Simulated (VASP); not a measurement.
# Ta (I4/mmm) in VASP: further runs

Runs on Ta. Level: LDA. Tasks: single point.

All numbers are computed with VASP 6.6.1; they aren't measurements. Logs are shortened: lines on timing, memory, paths and dates and some standing lists are left out, and cuts for length are marked.

### Step 1. The cell of the first run

The structure is tetragonal, space group I4/mmm (No. 139). The conventional cell has a = 3.253 Å, b = 3.253 Å, c = 3.303 Å, α = 90.00°, β = 90.00°, γ = 90.00°. Ta (site symmetry 4/mmm) has 14 Ta at 2.83 to 3.30 Å within 3.7 Å.

### Step 2. Single point, LDA (strain -0.0150 x Voigt [1, 1, 0, 0, 0, 0])

Contents of INCAR:

```
SYSTEM = Ta
PREC = Accurate
ENCUT = 520
EDIFF = 1E-7
ISMEAR = 1
SIGMA = 0.02
LREAL = .FALSE.
LASPH = .TRUE.
NELM = 60
ALGO = Normal
ISIF = 2
LWAVE = .FALSE.
LCHARG = .FALSE.
NBANDS = 12
```

Contents of KPOINTS:

```
regular mesh
0
G
  20 20 20
  0 0 0
```

Contents of POSCAR:

```
Ta
1.0
   -1.6265108000      1.6265108000      1.6512800000
    1.6265108000     -1.6265108000      1.6512800000
    1.6265108000      1.6265108000     -1.6512800000
Ta
1
Direct
    0.0000000000      0.0000000000      0.0000000000
```

Potentials or basis: VASP PAW LDA potentials, release 64 (Ta_pv).

Launch:

```bash
$ cat potpaw_LDA.64/Ta_pv/POTCAR > POTCAR
$ mpirun -np 1 vasp_std > vasp.out
```

OUTCAR:

```text
SYSTEM = Ta
   PREC = Accurate
   ENCUT = 520
   EDIFF = 1E-7
   ISMEAR = 1
   LREAL = .FALSE.
   LASPH = .TRUE.
   NELM = 60
   ISIF = 2

 ion  position               nearest neighbor table
   1  0.000  0.000  0.000-

  LATTYP: Found a body centered tetragonal cell.
 ALAT       =     3.2530216000
 C/A-ratio  =     1.0152284264

  Lattice vectors:

 A1 = (  -1.6265108000,   1.6265108000,   1.6512800000)
 A2 = (   1.6265108000,  -1.6265108000,   1.6512800000)
 A3 = (   1.6265108000,   1.6265108000,  -1.6512800000)

Analysis of symmetry for initial positions (statically):
=====================================================================
 Subroutine PRICEL returns:
 Original cell was already a primitive cell.

 Routine SETGRP: Setting up the symmetry group for a
 body centered tetragonal supercell.

 Subroutine GETGRP returns: Found 16 space group operations
 (whereof 16 operations were pure point group operations)
 out of a pool of 16 trial point group operations.

The static configuration has the point symmetry D_4h.

Analysis of symmetry for dynamics (positions and initial velocities):
=====================================================================
 Subroutine PRICEL returns:
 Original cell was already a primitive cell.

 Routine SETGRP: Setting up the symmetry group for a
 body centered tetragonal supercell.

 Subroutine GETGRP returns: Found 16 space group operations
 (whereof 16 operations were pure point group operations)
 out of a pool of 16 trial point group operations.

The dynamic configuration has the point symmetry D_4h.

 Subroutine INISYM returns: Found 16 space group operations
 (whereof 16 operations are pure point group operations),
 and found     1 'primitive' translations

----------------------------------------------------------------------------------------

                                     Primitive cell

  volume of cell :      17.4741

  direct lattice vectors                    reciprocal lattice vectors
    -1.626510800  1.626510800  1.651280000     0.000000000  0.307406505  0.302795407
     1.626510800 -1.626510800  1.651280000     0.307406505  0.000000000  0.302795407
     1.626510800  1.626510800 -1.651280000     0.307406505  0.307406505  0.000000000

  length of vectors
     2.831572073  2.831572073  2.831572073     0.431490229  0.431490229  0.434738448

  position of ions in fractional coordinates (direct lattice)
     0.000000000  0.000000000  0.000000000

  ion indices of the primitive-cell ions
   primitive index   ion index
                 1           1

----------------------------------------------------------------------------------------

 KPOINTS: regular mesh

Automatic generation of k-mesh.
 Grid dimensions read from file:
 generate k-points for:   20   20   20

 Generating k-lattice:

  Cartesian coordinates                     Fractional coordinates (reciprocal lattice)
     0.000000000  0.015370325  0.015139770     0.050000000  0.000000000  0.000000000
     0.015370325  0.000000000  0.015139770     0.000000000  0.050000000  0.000000000
     0.015370325  0.015370325  0.000000000     0.000000000  0.000000000  0.050000000

  Length of vectors
     0.021574511  0.021574511  0.021736922

  Shift w.r.t. Gamma in fractional coordinates (k-lattice)
     0.000000000  0.000000000  0.000000000

 Subroutine IBZKPT returns following result:
 ===========================================

 Found    641 irreducible k-points:

 Following reciprocal coordinates:
            Coordinates               Weight
  0.000000  0.000000  0.000000      1.000000
  0.050000  0.000000 -0.000000      8.000000
  0.100000  0.000000 -0.000000      8.000000
  0.150000  0.000000 -0.000000      8.000000
  0.200000  0.000000 -0.000000      8.000000
  0.250000  0.000000 -0.000000      8.000000
[... 16 lines left out ...]
 -0.400000  0.050000 -0.000000     16.000000
 -0.350000  0.050000  0.000000     16.000000
 [... further k-points ...]
   k-points           NKPTS =    641   k-points in BZ     NKDIM =    641   number of bands    NBANDS=     12
   number of dos      NEDOS =    301   number of ions     NIONS =      1
   total plane-waves  NPLWV =  13824
   dimension x,y,z NGX =    24 NGY =   24 NGZ =   24
   dimension x,y,z NGXF=    48 NGYF=   48 NGZF=   48
   ions per type =               1
   NGX,Y,Z   is equivalent  to a cutoff of  14.09, 14.09, 14.09 a.u.
   NGXF,Y,Z  is equivalent  to a cutoff of  28.18, 28.18, 28.18 a.u.
 SYSTEM =  Ta
   PREC   = accura    normal or accurate (medium, high low for compatibility)
   ISTART =      0    job   : 0-new  1-cont  2-samecut
   ICHARG =      2    charge: 1-file 2-atom 10-const
   ISPIN  =      1    spin polarized calculation?
   LNONCOLLINEAR =      F non collinear calculations
   LSORBIT =      F    spin-orbit coupling
   LASPH  =      T    aspherical Exc in radial PAW
   ENCUT  =  520.0 eV  38.22 Ry    6.18 a.u.   5.26  5.26  5.26*2*pi/ulx,y,z
   NELM   =     60;   NELMIN=  2; NELMDL= -5     # of ELM steps
   EDIFF  = 0.1E-06   stopping-criterion for ELM
   LREAL  =      F    real-space projection
   EDIFFG = 0.1E-05   stopping-criterion for IOM
   NSW    =      0    number of steps for IOM
   IBRION =     -1    ionic relax: 0-MD 1-quasi-New 2-CG
   NFREE  =      0    steps in history (QN), initial steepest desc. (CG)
   ISIF   =      2    stress and relaxation
   ISYM   =      2    0-nonsym 1-usesym 2-fastsym
   POTIM  = 0.5000    time-step for ionic-motion
   TEBEG  =    0.0;   TEEND  =   0.0 temperature during run
   PSTRESS=    0.0 pullay stress
   NELECT =      11.0000    total number of electrons
   NUPDOWN=      -1.0000    fix difference up-down
   EMIN   =  10.00;   EMAX   =-10.00  energy-range for DOS
   EFERMI =   0.00;   METHOD = LEGACY
   ISMEAR =     1;   SIGMA  =   0.02  broadening in eV -4-tet -1-fermi 0-gaus
   EFERMI_NEDOS =   21; number of points for ismear=-14 and -15
   IALGO  =     38    algorithm
   IMIX   =      4    mixing-type and parameters
     AMIX     =   0.40;   BMIX     =  1.00
     AMIX_MAG =   1.60;   BMIX_MAG =  1.00
  volume/ion in A,a.u.               =      17.47       117.92
  Fermi-wavevector in a.u.,A,eV,Ry     =   1.403053  2.651386 26.783868  1.968559
  Thomas-Fermi vector in A             =   2.525754
   LORBIT       =      0    0 simple, 1 ext, 2 COOP (PROOUT), +10 PAW based schemes
   GGA     = CA    functional components
   LHFCALC =     F    Hartree Fock is set to
   AEXX    =    0.0000 exact exchange contribution
   IVDW    =     0    specifies the selected vdW correction
   LEPSILON=     F    determine dielectric tensor
   LRPA    =     F    only Hartree local field effects (RPA)
 non-spin polarized calculation
 Methfessel and Paxton  Order N= 1 SIGMA  =   0.02
  energy-cutoff  :      520.00
  volume of cell :       17.47
 maximum number of plane-waves:       482
 NGX is ok and might be reduce to    24
   NGX = 11   NGY = 11   NGZ = 11

 number of electron      11.0000001 magnetization

 Free energy of the ion-electron system (eV)
  ---------------------------------------------------
  ext. energy  EPLUGINS =         0.00000000
  ---------------------------------------------------
  free energy    TOTEN  =       -12.82531136 eV

  energy without entropy =      -12.82531613  energy(sigma->0) =      -12.82531295

 E-fermi :   5.6311     XC(G=0): -12.9509

 val. band max:        5.6308947952   @ k =  -0.1500   0.2000   0.0500
 cond. band min:       5.6311563277   @ k =  -0.2000  -0.4500   0.0500
 fundamental gap:      0.0002615324
 Fermi energy:         5.6311449796

 k-point     1 :       0.0000    0.0000    0.0000
  band No.  band energies     occupation
      1     -27.1334      2.00000
      2     -27.1284      2.00000
      3     -27.1284      2.00000
      4      -2.3021      2.00000
      5       6.2576      0.00000
      6       6.2576      0.00000
      7       6.4531      0.00000
      8       9.5515      0.00000
      9       9.8198      0.00000
     10      19.4396      0.00000
     11      20.6894      0.00000
     12      20.9655      0.00000

 k-point     2 :       0.0500    0.0000   -0.0000
  band No.  band energies     occupation
      1     -27.1666      2.00000
      2     -27.1390      2.00000
      3     -27.1308      2.00000
      4      -2.1852      2.00000
      5       6.2399      0.00000
      6       6.2414      0.00000
      7       6.5086      0.00000
      8       9.4501      0.00000
      9       9.7920      0.00000
     10      19.4396      0.00000
     11      20.8707      0.00000
     12      21.1670      0.00000

 k-point     3 :       0.1000    0.0000   -0.0000
  band No.  band energies     occupation
      1     -27.2686      2.00000
      2     -27.1698      2.00000
      3     -27.1313      2.00000
      4      -1.8453      2.00000
      5       6.0616      0.00000
      6       6.1658      0.00000
      7       6.8182      0.00000
      8       9.1889      0.00000
      9       9.7663      0.00000
     10      19.4394      0.00000
     11      21.2019      0.00000
     12      21.7549      0.00000
[... 286 lines left out ...]
 k-point    23 :      -0.4000    0.0500   -0.0000
  band No.  band energies     occupation
      1     -28.2692      2.00000
      2     -27.4951      2.00000
      3     -27.1495      2.00000
      4       1.1666      2.00000
      5       4.3263      2.00000
      6       6.0498      0.00000
      7       9.4271      0.00000
      8      10.4317      0.00000
      9      11.9836      0.00000
     10      18.9874      0.00000
     11      19.3294      0.00000
     12      19.5875      0.00000

 k-point    24 :      -0.3500    0.0500    0.0000
  band No.  band energies     occupation
      1     -28.1162      2.00000
      2     -27.4408      2.00000
      3     -27.1488      2.00000
      4       0.9264      2.00000
      5       4.5695      2.00000
      6       5.5508      2.00000
      7       9.2166      0.00000
      8      10.2642      0.00000
      9      10.8268      0.00000
     10      19.4272      0.00000
     11      19.8668      0.00000
     12      20.8033      0.00000

 [... further k-points ...]
[... 5 lines left out ...]
  --------------------------------------------------------------------------------------
  -------------------------------------------------------------------------------------
  Total       -0.1708886     -0.1708886     -0.3956925      0.0000000      0.0000000      0.0000000
  in kB      -15.6685608    -15.6685608    -36.2805414      0.0000000      0.0000000      0.0000000
  external PRESSURE =     -22.5392210 kB  Pullay stress =       0.0000000 kB

 VOLUME and BASIS-vectors are now :
 -----------------------------------------------------------------------------
  energy-cutoff  :      520.00
  volume of cell :       17.47
      direct lattice vectors                 reciprocal lattice vectors
    -1.626510800  1.626510800  1.651280000     0.000000000  0.307406505  0.302795407
     1.626510800 -1.626510800  1.651280000     0.307406505  0.000000000  0.302795407
     1.626510800  1.626510800 -1.651280000     0.307406505  0.307406505  0.000000000

 POSITION                                       TOTAL-FORCE (eV/Angst)
 -----------------------------------------------------------------------------------
      0.00000      0.00000      0.00000        -0.000000      0.000000      0.000000
 -----------------------------------------------------------------------------------
    total drift:                               -0.000000      0.000000      0.000000

  FREE ENERGIE OF THE ION-ELECTRON SYSTEM (eV)
  ---------------------------------------------------
  free  energy   TOTEN  =       -12.8253113577 eV

  energy  without entropy=      -12.8253161264  energy(sigma->0) =      -12.82531295
```

Wall time 54 s (1 thread of Intel Xeon Platinum 8375C at 2.90GHz (Ice Lake), shared host); peak memory 0.24 GiB.

What came out:

```
Free energy : -12.8253 eV
Pressure    : -2.3 GPa
```

Levels at points of the mesh, in eV from the Fermi level:
```csv
k point,band 2,band 3,band 4,band 5,band 6,band 7,band 8,band 9
"(0.00, 0.00, 0.00)",-32.76,-32.76,-7.93,0.63,0.63,0.82,3.92,4.19
"(0.50, 0.00, 0.00)",-33.18,-32.77,-4.49,-1.59,1.87,3.85,4.98,8.05
"(0.50, 0.50, 0.00)",-33.20,-32.78,-4.48,-1.79,1.98,4.13,5.10,8.10
"(0.50, 0.50, 0.50)",-33.66,-33.66,-4.01,-3.96,7.01,7.08,7.08,8.79
```

Caveat: the cell differs from its parent crystal (strain -0.0150 x Voigt [1, 1, 0, 0, 0, 0]); spin-orbit coupling is left out, which moves the levels of the heavy elements.

(Continued in part 2 of 2.)
